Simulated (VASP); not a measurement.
Wanted: the native input for a VASP 6.6.1 run.

```yaml
Task: single point
Functional: PBE
Potentials_or_basis: VASP PAW PBE potentials, release 64 (Al, Ni)
Cutoff: 520 eV
k_mesh: 2 × 2 × 2
Occupations: methfessel-paxton, width 0.1 eV
Spin: no spin polarisation
Dipole_correction: no
Further_INCAR_settings: LREAL = Auto; ALGO = Normal; EDIFF = 1e-06; NBANDS = 246
```

The structure of AlNi lies in POSCAR:

```
AlNi
1.0
   -5.7836525340      5.7836525340      5.7836525340
    5.7836525340     -5.7836525340      5.7836525340
    5.7836525340      5.7836525340     -5.7836525340
Al Ni
32 32
Direct
    0.0000000000      0.0000000000      0.2500000000
    0.0000000000      0.2500000000      0.0000000000
    0.2500000000      0.0000000000      0.0000000000
    0.2500000000      0.2500000000      0.2500000000
    0.0000000000      0.0000000000      0.7500000000
    0.0000000000      0.2500000000      0.5000000000
    0.2500000000      0.0000000000      0.5000000000
    0.2500000000      0.2500000000      0.7500000000
    0.0000000000      0.5000000000      0.2500000000
    0.0000000000      0.7500000000      0.0000000000
    0.2500000000      0.5000000000      0.0000000000
    0.2500000000      0.7500000000      0.2500000000
    0.0000000000      0.5000000000      0.7500000000
    0.0000000000      0.7500000000      0.5000000000
    0.2500000000      0.5000000000      0.5000000000
    0.2500000000      0.7500000000      0.7500000000
    0.5000000000      0.0000000000      0.2500000000
    0.5000000000      0.2500000000      0.0000000000
    0.7500000000      0.0000000000      0.0000000000
    0.7500000000      0.2500000000      0.2500000000
    0.5000000000      0.0000000000      0.7500000000
    0.5000000000      0.2500000000      0.5000000000
    0.7500000000      0.0000000000      0.5000000000
    0.7500000000      0.2500000000      0.7500000000
    0.5000000000      0.5000000000      0.2500000000
    0.5000000000      0.7500000000      0.0000000000
    0.7500000000      0.5000000000      0.0000000000
    0.7500000000      0.7500000000      0.2500000000
    0.5000000000      0.5000000000      0.7500000000
    0.5000000000      0.7500000000      0.5000000000
    0.7500000000      0.5000000000      0.5000000000
    0.7500000000      0.7500000000      0.7500000000
    0.0000000000      0.0000000000      0.0000000000
    0.0000000000      0.2500000000      0.2500000000
    0.2500000000      0.0000000000      0.2500000000
    0.2500000000      0.2500000000      0.0000000000
    0.0000000000      0.0000000000      0.5000000000
    0.0000000000      0.2500000000      0.7500000000
    0.2500000000      0.0000000000      0.7500000000
    0.2500000000      0.2500000000      0.5000000000
    0.0000000000      0.5000000000      0.0000000000
    0.0000000000      0.7500000000      0.2500000000
    0.2500000000      0.5000000000      0.2500000000
    0.2500000000      0.7500000000      0.0000000000
    0.0000000000      0.5000000000      0.5000000000
    0.0000000000      0.7500000000      0.7500000000
    0.2500000000      0.5000000000      0.7500000000
    0.2500000000      0.7500000000      0.5000000000
    0.5000000000      0.0000000000      0.0000000000
    0.5000000000      0.2500000000      0.2500000000
    0.7500000000      0.0000000000      0.2500000000
    0.7500000000      0.2500000000      0.0000000000
    0.5000000000      0.0000000000      0.5000000000
    0.5000000000      0.2500000000      0.7500000000
    0.7500000000      0.0000000000      0.7500000000
    0.7500000000      0.2500000000      0.5000000000
    0.5000000000      0.5000000000      0.0000000000
    0.5000000000      0.7500000000      0.2500000000
    0.7500000000      0.5000000000      0.2500000000
    0.7500000000      0.7500000000      0.0000000000
    0.5000000000      0.5000000000      0.5000000000
    0.5000000000      0.7500000000      0.7500000000
    0.7500000000      0.5000000000      0.7500000000
    0.7500000000      0.7500000000      0.5000000000
```

One way to write it, as run:

INCAR

```
PREC = Accurate
ENCUT = 520
EDIFF = 1E-6
ISMEAR = 1
SIGMA = 0.1
LREAL = Auto
LASPH = T
NELM = 60
ALGO = Normal
ISIF = 2
LWAVE = F
LCHARG = F
GGA = PE
NBANDS = 246
```

KPOINTS

```
regular mesh
0
Gamma
  2 2 2
```

Potentials or basis: VASP PAW PBE potentials, release 64 (Al, Ni).

Command:

```sh
$ cat potpaw_PBE.64/Al/POTCAR potpaw_PBE.64/Ni/POTCAR > POTCAR
$ mpirun -np 1 vasp_std > vasp.out
```

It gave:

The pressure is 0.7 GPa and the band gap on the k mesh is zero (bands 208 and 209 overlap by 0.52 eV).

Caveat: the k points lie up to 0.38 Å⁻¹ apart, too coarse for converged energies and pressures of a metal.

It took 49 min on 1 thread of Oxide Virtual Turin-like Processor, with other jobs on the host, peak memory 1.1 GiB.
